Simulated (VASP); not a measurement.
A run of VASP 6.6.1:

Contents of INCAR:

```
SYSTEM = LiTi4Sb8
PREC = Accurate ; ENCUT = 520
EDIFF = 1E-7 ; ISMEAR = -1
SIGMA = 0.1 ; LREAL = .False.
LASPH = .True. ; NELM = 60
ALGO = Normal ; ISIF = 2
LWAVE = .False. ; LCHARG = .False.
NBANDS = 58
```

The input KPOINTS:

```
Automatic mesh
0
Gamma
  3 3 3
  0 0 0
```

The input POSCAR:

```
LiTi4Sb8
1.0
    6.7029110000      0.0000000000      0.0000000000
    0.0000000000      6.7029110000      0.0000000000
    0.0000000000      0.0000000000      5.7959770000
Ti Sb Li
4 8 1
Direct
   -0.0099359815     -0.0051768552      0.2718609822
   -0.0288083789      0.0350593943      0.7907898875
    0.5095248915      0.5512828680      0.7537296991
    0.5001707467      0.4841478576      0.2523992072
    0.3047481907      0.1444297858      0.4652192374
    0.8898671040      0.3704659065      0.4756230054
    0.1414758453      0.2778195921     -0.0025017353
    0.6551631075      0.1790117756      0.0296585028
    0.8636396933      0.6751245839     -0.0093513139
    0.3178320583      0.8427084889      0.0005693604
    0.6711561589      0.7995182988      0.4775036202
    0.1657787191      0.6845980798      0.5030385731
    0.6562969432      0.1592144070      0.6155476462
```

Potentials or basis: VASP PAW LDA potentials, release 64 (Ti_sv, Sb, Li_sv).

Run with:

```sh
$ cat potpaw_LDA.64/Ti_sv/POTCAR potpaw_LDA.64/Sb/POTCAR potpaw_LDA.64/Li_sv/POTCAR > POTCAR
$ mpirun -np 1 vasp_std > vasp.out
```

Hardware: 1 thread of Intel(R) Xeon(R) 6975P-C (Granite Rapids) (shared host).

How long does it take, and how much memory?

Run time: 3 min on 1 thread of Intel(R) Xeon(R) 6975P-C (Granite Rapids), on a shared host, peak memory 0.37 GiB. Counts: scf iterations 19, k points 14.
